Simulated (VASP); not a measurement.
## Al47GaN48 (a cell with a defect): single point with PBE

System: Al47GaN48 (a cell with a defect).

```
CELL_PARAMETERS angstrom
9.38927 5.42090 0.00000
-9.38927 5.42090 0.00000
0.00000 0.00000 10.03481
ATOMIC_POSITIONS crystal
Al 0.00029 0.16664 0.24958
Al 0.16692 0.99989 0.24954
Al 0.33367 0.33290 0.24848
Al 0.99925 0.33280 0.49965
Al 0.16646 0.16560 0.49963
Al 0.33366 0.99996 0.49951
Al 0.00039 0.16674 0.74957
Al 0.16701 0.99991 0.74957
Al 0.33368 0.33255 0.75099
Al 0.99991 0.33302 0.99969
Al 0.16666 0.16626 0.99969
Al 0.33366 0.00003 0.99959
Al 0.00027 0.66677 0.24954
Al 0.16655 0.50004 0.24848
Al 0.33367 0.83342 0.24960
Al 0.00032 0.83333 0.49960
Al 0.16644 0.66722 0.49965
Al 0.00021 0.66669 0.74958
Al 0.16619 0.50004 0.75099
Al 0.33368 0.83332 0.74957
Al 0.00032 0.83334 0.99951
Al 0.16690 0.66701 0.99970
Al 0.33365 0.50001 0.99953
Al 0.50042 0.16664 0.24954
Al 0.66707 0.00017 0.24953
Al 0.83354 0.33328 0.24954
Al 0.50085 0.33279 0.49964
Al 0.66698 0.16667 0.49960
Al 0.83370 0.00005 0.49950
Al 0.50034 0.16657 0.74958
Al 0.66713 0.00015 0.74958
Al 0.83355 0.33335 0.74957
Al 0.50064 0.33326 0.99969
Al 0.66699 0.16668 0.99951
Al 0.83364 0.00000 0.99958
Al 0.50082 0.66717 0.24849
Al 0.66706 0.50002 0.24959
Al 0.83382 0.83342 0.24954
Al 0.50089 0.83444 0.49964
Al 0.66810 0.66723 0.49964
Al 0.83361 0.50000 0.49952
Al 0.50118 0.66753 0.75097
Al 0.66698 0.50003 0.74957
Al 0.83381 0.83350 0.74958
Al 0.50041 0.83375 0.99970
Al 0.66739 0.66675 0.99969
Al 0.83367 0.50000 0.99957
N 0.00043 0.16677 0.44039
N 0.16687 0.99946 0.44026
N 0.33370 0.32889 0.43850
N 0.99987 0.33290 0.19008
N 0.16654 0.16622 0.19008
N 0.33363 0.00005 0.19030
N 0.00031 0.16666 0.94021
N 0.16701 0.99991 0.94021
N 0.33369 0.33290 0.94137
N 0.00030 0.33338 0.69038
N 0.16703 0.16665 0.69038
N 0.33364 0.99994 0.69025
N 0.99990 0.66686 0.44026
N 0.16255 0.50005 0.43851
N 0.33370 0.83331 0.44041
N 0.00030 0.83332 0.19014
N 0.16695 0.66708 0.19008
N 0.33364 0.49999 0.19033
N 0.00023 0.66671 0.94021
N 0.16655 0.50005 0.94137
N 0.33369 0.83343 0.94022
N 0.00030 0.83332 0.69031
N 0.16690 0.66660 0.69037
N 0.33364 0.50000 0.69675
N 0.50053 0.16627 0.44026
N 0.66747 0.00066 0.44025
N 0.83312 0.33321 0.44026
N 0.50071 0.33331 0.19008
N 0.66696 0.16665 0.19014
N 0.83356 0.99992 0.19030
N 0.50037 0.16659 0.94022
N 0.66714 0.00017 0.94022
N 0.83357 0.33337 0.94021
N 0.50024 0.33325 0.69038
N 0.66696 0.16665 0.69031
N 0.83369 0.00004 0.69025
N 0.50487 0.67122 0.43851
N 0.66696 0.50004 0.44041
N 0.83431 0.83381 0.44026
N 0.50031 0.83375 0.19008
N 0.66740 0.66667 0.19009
N 0.83369 0.49997 0.19030
N 0.50084 0.66719 0.94136
N 0.66707 0.50004 0.94021
N 0.83381 0.83350 0.94022
N 0.50038 0.83333 0.69038
N 0.66699 0.66673 0.69038
N 0.83358 0.49998 0.69025
Ga 0.33367 0.50003 0.50045
```

```json
{
  "Program": "VASP 6.6.1",
  "Task": "single point",
  "Functional": "PBE",
  "Potentials or basis": "VASP PAW PBE potentials, release 64 (Al, N, Ga_d)",
  "Cutoff": "520 eV",
  "k mesh": "1 × 1 × 1, shifted",
  "Occupations": "gaussian, width 0.01 eV",
  "Spin": "no spin polarisation",
  "Dipole correction": "no",
  "Further INCAR settings": "LREAL = Auto; ALGO = Normal; EDIFF = 1e-06; NBANDS = 251; ISYM = -1"
}
```

- Pressure: 0.3 GPa
- Largest force: 0.017 eV/Å
- Band gap on the k mesh: 5.22 eV

Forces in eV/Å, atoms in the order of the input:
```
Al   0.000 -0.001  0.003
Al  -0.001  0.000  0.002
Al   0.000  0.000 -0.004
Al   0.001  0.001  0.001
Al   0.000  0.000  0.003
Al   0.000  0.000  0.004
Al   0.000  0.000  0.002
Al   0.000  0.000  0.003
Al   0.002  0.000  0.002
Al   0.001  0.001  0.003
Al   0.000  0.000  0.003
Al  -0.001 -0.001  0.000
Al   0.000 -0.001  0.002
Al   0.002  0.000 -0.003
Al  -0.001  0.001  0.000
Al  -0.001  0.000  0.003
Al   0.002 -0.001  0.001
Al  -0.001  0.000  0.003
Al   0.000 -0.001  0.000
Al   0.000  0.000  0.002
Al  -0.002  0.000  0.002
Al   0.001 -0.001  0.002
Al   0.001  0.001  0.001
Al   0.001  0.000  0.001
Al   0.000 -0.001  0.002
Al  -0.001  0.000  0.002
Al   0.003  0.001  0.004
Al   0.000  0.000  0.003
Al   0.001  0.001  0.005
Al  -0.001  0.000  0.003
Al   0.001  0.001  0.002
Al  -0.001 -0.001  0.003
Al   0.000 -0.002  0.002
Al   0.000 -0.001  0.003
Al   0.000  0.000  0.001
Al   0.001  0.000 -0.005
Al   0.000  0.001  0.002
Al   0.001  0.000  0.002
Al   0.000 -0.001  0.003
Al   0.001  0.001  0.003
Al  -0.001 -0.001  0.002
Al   0.001  0.000  0.004
Al  -0.002 -0.002  0.001
Al   0.000  0.000  0.003
Al   0.000  0.000  0.003
Al  -0.002  0.001  0.003
Al  -0.001  0.000  0.001
N   -0.002  0.002  0.001
N    0.001 -0.002 -0.002
N    0.010 -0.008 -0.008
N   -0.002 -0.001 -0.003
N    0.001 -0.001 -0.003
N    0.001  0.001  0.000
N   -0.001  0.001 -0.003
N    0.000  0.001 -0.002
N   -0.003  0.002 -0.009
N   -0.002  0.000  0.001
N    0.001 -0.001  0.001
N    0.000  0.000 -0.003
N   -0.001  0.000 -0.001
N   -0.013 -0.007 -0.008
N    0.002 -0.002  0.001
N    0.000  0.000 -0.001
N   -0.002 -0.001 -0.003
N   -0.001 -0.001  0.015
N    0.001  0.000 -0.002
N    0.003  0.002 -0.009
N    0.000 -0.001 -0.004
N    0.001  0.000 -0.002
N   -0.001 -0.001  0.001
N   -0.001  0.000  0.003
N    0.002 -0.001 -0.001
N   -0.003  0.002 -0.001
N   -0.001 -0.001 -0.001
N    0.004  0.000 -0.004
N    0.000  0.001 -0.001
N    0.000  0.000 -0.001
N   -0.001  0.000 -0.003
N    0.000  0.000 -0.002
N   -0.001  0.000 -0.001
N    0.002  0.000  0.002
N    0.000  0.001 -0.003
N   -0.001  0.000 -0.003
N   -0.001  0.015 -0.008
N   -0.003 -0.002  0.001
N    0.001  0.002 -0.001
N   -0.001  0.003 -0.003
N    0.001  0.003 -0.005
N    0.000  0.001  0.000
N    0.000 -0.003 -0.008
N    0.000  0.000 -0.002
N    0.000  0.000 -0.002
N   -0.001  0.001  0.000
N    0.000  0.001  0.001
N    0.001  0.001 -0.003
Ga   0.001 -0.001  0.001
```

Stress tensor (GPa, compression positive):
```
 0.25  0.00  0.00
 0.00  0.08 -0.01
 0.00 -0.01  0.44
```

Levels at points of the mesh, in eV from the valence-band top:
```tsv
k point	band 194	band 195	band 196	band 197	band 198	band 199	band 200	band 201
(0.25, 0.25, 0.25)	-0.10	-0.07	-0.06	0.00	5.22	5.48	5.66	5.72
```

Wall time 28 min on 1 thread of AMD EPYC 7571, on a shared host, peak memory 1.1 GiB.
